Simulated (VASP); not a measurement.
Pt:

```
CELL_PARAMETERS angstrom
0.00000 1.98506 1.98506
1.98506 0.00000 1.98506
1.98506 1.98506 0.00000
ATOMIC_POSITIONS crystal
Pt 0.00000 0.00000 0.00000
```

```yaml
Program: VASP 6.6.1
Task: relaxation of cell and atoms
Functional: PBE
Dispersion: D3(BJ)
Potentials_or_basis: VASP PAW PBE potentials, release 64 (Pt)
Cutoff: 600 eV
k_mesh: 18 × 18 × 18
Occupations: gaussian, width 0.1 eV
Spin: no spin polarisation
```

At the start: pressure -8.4 GPa; volume 15.64 Å³/atom.

Problem. How do energy, volume and symmetry change on relaxing?

Solution. Over 4 steps the energy falls by 13.9 meV/atom and the volume is 15.14 Å³/atom (-3.3 %); space group Fm-3m (No. 225, to 0.05 Å).

The path:
```csv
step,energy change (eV),largest force (eV/Å),pressure (GPa),volume (Å³)
1,0.0000,0.0000,-8.41,15.64
2,0.0986,0.0000,31.06,13.86
3,-0.0139,0.0000,-0.30,15.15
4,-0.0139,0.0000,-0.05,15.14
```

Final structure:
```
CELL_PARAMETERS angstrom
0.00000 1.96331 1.96331
1.96331 0.00000 1.96331
1.96331 1.96331 0.00000
ATOMIC_POSITIONS crystal
Pt 0.00000 0.00000 0.00000
```

Caveat: pairwise dispersion overbinds metals, which lowers pressure and volume.
